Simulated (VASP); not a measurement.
Crystal: BP.

```xyz
4
Lattice="3.2039 0.0000 0.0000 -1.6020 2.7747 0.0000 0.0000 0.0000 8.4666" Properties=species:S:1:pos:R:3 pbc="T T T"
B     0.0000    1.8498    2.1167
B     1.6020    0.9249    6.3500
P     1.6020    0.9249    2.1167
P     0.0000    1.8498    6.3500
```

Program: VASP 6.6.1. Alike in all runs: task single point; potentials or basis VASP PAW PBE potentials, release 64 (B, P); no spin polarisation; cell as given; cutoff (eV) 520; smearing gaussian 0.01 eV.

Problem. Order these runs on this cell by their band gap on the k mesh, lowest first.
A. level PBE; k mesh 9 × 9 × 2
B. level HSE06; k mesh 6 × 6 × 2; grid for exact exchange (PRECFOCK) Normal; share of exact exchange 0.25; screening parameter 0.2079 1/Å
C. level r2SCAN; k mesh 9 × 9 × 2

Solution. A (0.88 eV), C (1.07 eV), B (1.34 eV).

Caveats: an odd mesh through Γ misses points on the zone boundary, where band edges can lie (at least some runs).

A k mesh can miss the band edges, odd and even meshes differently.
